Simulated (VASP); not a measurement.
A run of VASP 6.6.1 is set up as follows.

INCAR

```
SYSTEM = AlN
  PREC = Accurate
  ENCUT = 600
  EDIFF = 1E-6
  ISMEAR = 0
  SIGMA = 0.02
  LREAL = .FALSE.
  LASPH = .TRUE.
  NELM = 120
  ALGO = Normal
  ISIF = 2
  LWAVE = .FALSE.
  LCHARG = .FALSE.
  GGA = CA
  NBANDS = 11
  GGA_COMPAT = .FALSE.
```

KPOINTS

```
regular mesh
0
G
  10 10 10
  0 0 0
```

Contents of POSCAR:

```
AlN
1.0
    0.0000000000      2.0051368252      2.0051368252
    2.0051368252      0.0000000000      2.0051368252
    2.0051368252      2.0051368252      0.0000000000
Al N
1 1
Direct
    0.5000000000      0.5000000000      0.5000000000
    0.0000000000      0.0000000000      0.0000000000
```

Potentials or basis: VASP PAW LDA potentials, release 64 (Al, N).

Launch:

```sh
$ cat potpaw_LDA.64/Al/POTCAR potpaw_LDA.64/N/POTCAR > POTCAR
$ mpirun -np 1 vasp_std > vasp.out
```

(1) Predict the band gap on the k mesh.

(2) Estimate the pressure.

Results:

(1) 4.70 eV (least direct gap 6.13 eV).

(2) 0.7 GPa.
